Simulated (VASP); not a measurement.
A run of VASP 6.6.1 is set up as follows.

INCAR

```
SYSTEM = HF
  ALGO = Normal
  EDIFF = 1E-6
  ENCUT = 520
  GGA = CA
  GGA_COMPAT = .False.
  ISIF = 2
  ISMEAR = -1
  LASPH = .True.
  LCHARG = .False.
  LREAL = .False.
  LWAVE = .False.
  NBANDS = 46
  NELM = 120
  PREC = Accurate
  SIGMA = 0.02
```

The input KPOINTS:

```
k-points
0
Gamma
  1 1 1
  0 0 0
```

POSCAR

```
HF
1.0
    7.0713790000      0.0000000000      0.0000000000
    0.0000000000      7.0713790000      0.0000000000
    0.0000000000      0.0000000000      7.0713790000
F H
8 8
Direct
    0.3119617828      0.5998122856      0.2578563531
    0.4183483872      0.1816335965      0.7138070241
    0.3191880961      0.4580153319      0.5632847568
    0.5310421065      0.0604691108      0.9796957567
    0.4734012984      0.6006042103      0.9316853191
    0.4205827463      0.8634525175      0.6118467133
    0.0245779501      0.2469391048      0.6353640499
    0.3468630376      0.9282913559      0.1985044218
    0.3319861656      0.7678558878      0.2150075678
    0.3797137729      0.3209133607      0.6132042986
    0.3057536585      0.5369532590      0.3906168797
    0.4625688992      0.1582718166      0.8633393854
    0.4225342751      0.6873058282      0.8427776251
    0.3972775324      0.9959019309      0.6328044360
    0.0776651909      0.3636065893      0.6261579248
    0.4438596772      0.9751704724      0.0992309986
```

Potentials or basis: VASP PAW LDA potentials, release 64 (F, H).

The run is started by

```sh
$ cat potpaw_LDA.64/F/POTCAR potpaw_LDA.64/H/POTCAR > POTCAR
$ mpirun -np 1 vasp_gam > vasp.out
```

(1) Predict the pressure.

(2) What does it give for the largest force?

(3) Predict the band gap on the k mesh.

Results:

(1) -0.3 GPa.

(2) 2.644 eV/Å.

(3) 7.23 eV.

Caveat: the k points lie up to 0.89 Å⁻¹ apart.
